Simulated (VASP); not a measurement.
A run of VASP 6.6.1:

The input INCAR:

```
PREC = Accurate
ENCUT = 520
EDIFF = 1E-6
ISMEAR = 0
SIGMA = 0.05
LREAL = F
LASPH = T
NELM = 80
ALGO = Normal
ISIF = 2
LWAVE = F
LCHARG = F
GGA = PE
NBANDS = 15
```

File KPOINTS:

```
regular mesh
0
Gamma
  6 6 6
```

POSCAR

```
KCl
1.0
    3.9543718800      0.0000000000      0.0000000000
    0.0000000000      3.9543718800      0.0000000000
    0.0000000000      0.0000000000      3.7240201200
K Cl
1 1
Direct
    0.0000000000      0.0000000000      0.0000000000
    0.5000000000      0.5000000000      0.5000000000
```

Potentials or basis: VASP PAW PBE potentials, release 64 (K_sv, Cl).

Run with:

```sh
$ cat potpaw_PBE.64/K_sv/POTCAR potpaw_PBE.64/Cl/POTCAR > POTCAR
$ mpirun -np 1 vasp_std > vasp.out
```

Hardware: 1 thread of Intel(R) Xeon(R) Platinum 8375C CPU @ 2.90GHz (Ice Lake), with other jobs on the host.

Question: Estimate the wall time of this run.

Answer: Run time: 21 s on 1 thread of Intel(R) Xeon(R) Platinum 8375C CPU @ 2.90GHz (Ice Lake), on a shared host, peak memory 0.18 GiB. Counts: scf iterations 13, k points 40.
